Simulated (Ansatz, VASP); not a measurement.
# One calculation of Ti, two programs

File INCAR:

```
ALGO = Fast ; EDIFF = 1E-7
ENCUT = 520 ; GGA = PE
ISIF = 2 ; ISMEAR = 0
LASPH = T ; LCHARG = T
LELF = T ; LREAL = F
LVHAR = T ; LWAVE = F
NBANDS = 12 ; NELM = 100
PREC = Accurate ; SIGMA = 0.15
```

File KPOINTS:

```
k-points
0
Gamma
  18 18 18
```

The input POSCAR:

```
Ti
1.0
    0.0000000000      1.9598498616      2.0558584513
    1.9119483597      0.0000000000      2.0558584513
    1.9119483597      1.9598498616      0.0000000000
Ti
1
Direct
    0.0000000000      0.0000000000      0.0000000000
```

Input for Ansatz:

```yaml
crystal:
  lattice:
    - [0.0, 1.9598498616, 2.0558584513]
    - [1.9119483597, 0.0, 2.0558584513]
    - [1.9119483597, 1.9598498616, 0.0]
  atoms:
    - { symbol: Ti, position: [0.0, 0.0, 0.0] }
basis:
  ecutwfc: 520.0
kpoints:
  mp_grid: { grid: [18, 18, 18] }
hamiltonian:
  xc: pbe
  pseudopotentials: { kind: paw, azcp: { folder: soft_1 } }
scf:
  occupations: { method: gaussian, width: 0.15 }
output:
  forces: true
  stress: true
  eigenvalues: true
  write_density: true
  write_potential: true
  elf: true
  volumetric_format: npy
```

Change from the starting cell: normal strain along x -0.0700, normal strain along y -0.0467.

Alike in both runs: task single point; functional PBE; k mesh 18 × 18 × 18; occupations gaussian, width 0.15 eV; no spin polarisation.

|  | VASP | Ansatz |
| --- | --- | --- |
| version | VASP 6.6.1 | Ansatz 0.2.0 |
| potentials or method | VASP PAW PBE potentials, release 64 (Ti_sv), cutoff 520 eV | scalar-relativistic, plane waves, PAW |
| valence electrons in the cell | 12 | 12 |

|  | VASP | Ansatz | Ansatz less VASP |
| --- | --- | --- | --- |
| gap on the k mesh at the Fermi level (eV) | none | none | - |
| pressure (GPa) | 15.4 | 15.9 | +0.47 |
| traceless stress, the component that is largest in VASP (GPa) | -1.30 | -1.26 | +0.042 |

A gap of «none» marks a metal or a gap that the smearing closes. With one functional, cell and mesh, what is left measures potentials, basis and numerics.
